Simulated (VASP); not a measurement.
Here is a VASP 6.6.1 calculation.

File INCAR:

```
SYSTEM = TeSe3
PREC = Accurate ; ENCUT = 520
EDIFF = 1E-7 ; ISMEAR = 0
SIGMA = 0.1 ; LREAL = .False.
LASPH = .True. ; NELM = 60
ALGO = Normal ; ISIF = 2
LWAVE = .False. ; LCHARG = .False.
GGA = PE ; NBANDS = 20
```

File KPOINTS:

```
Automatic mesh
0
Gamma
  8 8 8
  0 0 0
```

POSCAR

```
TeSe3
1.0
    2.9241056901     -4.1427424308      0.0000000000
    2.9241056901      4.1427424308      0.0000000000
    0.0000000000      0.0000000000      4.1418895581
Te Se
1 3
Direct
    0.0000000000      0.0000000000      0.5000000000
    0.5000000000      0.5000000000      0.5000000000
    0.7484730946      0.2515269054      0.0000000000
    0.2515269054      0.7484730946      0.0000000000
```

Potentials or basis: VASP PAW PBE potentials, release 64 (Te, Se).

Command:

```sh
$ cat potpaw_PBE.64/Te/POTCAR potpaw_PBE.64/Se/POTCAR > POTCAR
$ mpirun -np 1 vasp_std > vasp.out
```

(1) Estimate the pressure.

(2) What does it give for the band gap on the k mesh?

Answers

(1) 0.0 GPa.

(2) zero (bands 12 and 13 overlap by 2.80 eV).

Caveat: spin-orbit coupling is left out, which moves the levels of the heavy elements.
